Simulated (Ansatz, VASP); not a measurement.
# WS2: VASP beside Ansatz

File INCAR:

```
ALGO     = Normal         # electronic algorithm
EDIFF    = 1E-6           # SCF threshold, eV
ENCUT    = 520            # plane-wave cutoff, eV
GGA      = RP             # functional
ISIF     = 2              # what is computed and relaxed
ISMEAR   = -1             # smearing method
LASPH    = T              # aspherical terms in the spheres
LCHARG   = F              # write CHGCAR
LREAL    = F              # projectors in reciprocal space
LWAVE    = F              # write WAVECAR
NBANDS   = 35             # bands
NELM     = 100            # most SCF steps
PREC     = Accurate       # precision mode
SIGMA    = 0.05           # smearing width, eV
```

File KPOINTS:

```
k-points
0
Gamma
  10 10 3
```

File POSCAR:

```
WS2
1.0
    3.2423687753      0.0000000000      0.0000000000
   -1.6211843877      2.8079737278      0.0000000000
    0.0000000000      0.0000000000     12.7451602803
W S
2 4
Direct
    0.6666666667      0.3333333333      0.7500000000
    0.3333333333      0.6666666667      0.2500000000
    0.6666666667      0.3333333333      0.3750000000
    0.3333333333      0.6666666667      0.8750000000
    0.6666666667      0.3333333333      0.1250000000
    0.3333333333      0.6666666667      0.6250000000
```

input.yaml

```yaml
crystal:
  lattice:
    - [3.2423687753, 0.0, 0.0]
    - [-1.6211843877, 2.8079737278, 0.0]
    - [0.0, 0.0, 12.7451602803]
  atoms:
    - { symbol: W, position: [0.6666666667, 0.3333333333, 0.75] }
    - { symbol: W, position: [0.3333333333, 0.6666666667, 0.25] }
    - { symbol: S, position: [0.6666666667, 0.3333333333, 0.375] }
    - { symbol: S, position: [0.3333333333, 0.6666666667, 0.875] }
    - { symbol: S, position: [0.6666666667, 0.3333333333, 0.125] }
    - { symbol: S, position: [0.3333333333, 0.6666666667, 0.625] }
hamiltonian:
  xc: rpbe
  pseudopotentials: { kind: paw }
kpoints:
  mp_grid: { grid: [10, 10, 3] }
scf:
  occupations: { method: fermi_dirac, width: 0.05 }
output:
  forces: true
  stress: true
  eigenvalues: true
```

Alike in both runs: task single point; functional RPBE; k mesh 10 × 10 × 3; occupations fermi-dirac, width 0.05 eV; no spin polarisation.

|  | VASP | Ansatz |
| --- | --- | --- |
| version | VASP 6.6.1 | Ansatz 0.2.0 |
| potentials or method | VASP PAW PBE potentials, release 64 (W_sv, S) | Ansatz PAW |
| plane-wave cutoff (eV) | 520 | 420 |
| valence electrons in the cell | 52 | 52 |

```csv
,VASP,Ansatz,Ansatz less VASP
gap on the k mesh at the Fermi level (eV),1.23,1.21,-0.014
least direct gap on the mesh (eV),1.94,1.94,-0.001
pressure (GPa),-3.7,-3.6,+0.13
"traceless stress, the component that is largest in VASP (GPa)",0.69,0.70,+0.009
rms of the force components (eV/Å),0.351,0.347,-0.0041
```

VASP's potentials were made for PBE, not for RPBE. Atom by atom the forces differ by 0.004 eV/Å (rms over components). The functional is the same, so the differences come from potentials, cutoffs and numerics.

Spin-orbit coupling is off throughout. Noted on Ansatz's run: odd divisions of the mesh miss points on the zone boundary, where band edges often lie, so the gap on the mesh can be too wide.
